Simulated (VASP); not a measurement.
A run of VASP 6.6.1:

File POSCAR:

```
Eu
1.0
   -2.2274745855      2.2274745855      2.2274745855
    2.2274745855     -2.2274745855      2.2274745855
    2.2274745855      2.2274745855     -2.2274745855
Eu
1
Direct
    0.0000000000      0.0000000000      0.0000000000
```

INCAR.step1

```
PREC = Accurate ; ENCUT = 520
ISMEAR = 1 ; SIGMA = 0.2
LREAL = False ; LASPH = True
NELM = 150 ; ISPIN = 2
MAGMOM = 7.31 ; LMAXMIX = 6
NBANDS = 18 ; GGA = PE
ALGO = Normal ; EDIFF = 1E-4
LWAVE = True ; LCHARG = False
```

File INCAR.step2:

```
PREC = Accurate ; ENCUT = 520
EDIFF = 1E-7 ; ISMEAR = 1
SIGMA = 0.2 ; LREAL = False
LASPH = True ; NELM = 150
ALGO = Normal ; ISIF = 2
LWAVE = False ; LCHARG = True
ISPIN = 2 ; MAGMOM = 7.31
LORBIT = 11 ; LMAXMIX = 6
METAGGA = R2SCAN ; LMIXTAU = True
LELF = True ; LVHAR = True
NBANDS = 18 ; ISTART = 1
```

Contents of KPOINTS:

```
Automatic mesh
0
Gamma
  10 10 10
```

Potentials or basis: VASP PAW PBE potentials, release 64 (Eu).

Command:

```console
$ cat potpaw_PBE.64/Eu/POTCAR > POTCAR
$ cp INCAR.step1 INCAR
$ mpirun -np 1 vasp_std > vasp.out
$ cp INCAR.step2 INCAR
$ mpirun -np 1 vasp_std > vasp.out
```

Hardware: 1 thread of AMD EPYC 9755 128-Core Processor (shared host).

Problem. How long does it take, and how much memory?

Solution. It took 9.6 min on 1 thread of AMD EPYC 9755 128-Core Processor, on a shared host, peak memory 0.21 GiB. Counts: k points 47.
